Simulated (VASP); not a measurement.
Wanted: the native input for a VASP 6.6.1 run.

```yaml
Task: single point
Functional: LDA
Potentials_or_basis: VASP PAW LDA potentials, release 64 (C)
Cutoff: 520 eV
k_mesh: 9 × 9 × 4
Occupations: gaussian, width 0.1 eV
Spin: no spin polarisation
Dipole_correction: no
Further_INCAR_settings: ALGO = Normal; EDIFF = 1e-07; NBANDS = 16
```

The structure of C lies in POSCAR:

```
C
1.0
    2.4672912616      0.0000000000      0.0000000000
   -1.2336456308      2.1367369111      0.0000000000
    0.0000000000      0.0000000000      7.8030730000
C
4
Direct
    0.0000000000      0.0000000000      0.2500000000
    0.0000000000      0.0000000000      0.7500000000
    0.3333333300      0.6666666700      0.2500000000
    0.6666666700      0.3333333300      0.7500000000
```

These files were run (other wordings do the same):

INCAR

```
PREC = Accurate ; ENCUT = 520
EDIFF = 1E-7 ; ISMEAR = 0
SIGMA = 0.1 ; LREAL = F
LASPH = T ; NELM = 80
ALGO = Normal ; ISIF = 2
LWAVE = F ; LCHARG = F
GGA = CA ; NBANDS = 16
```

KPOINTS

```
Automatic mesh
0
Gamma
  9 9 4
```

Potentials or basis: VASP PAW LDA potentials, release 64 (C).

The run is started by

```sh
$ cat potpaw_LDA.64/C/POTCAR > POTCAR
$ mpirun -np 1 vasp_std > vasp.out
```

Results of the run:

* Pressure: -6.1 GPa
* Band gap on the k mesh: zero (filled and empty bands overlap)

Run time: 8.9 s on 1 thread of Intel(R) Xeon(R) 6975P-C (Granite Rapids), with other jobs on the host, peak memory 0.13 GiB.
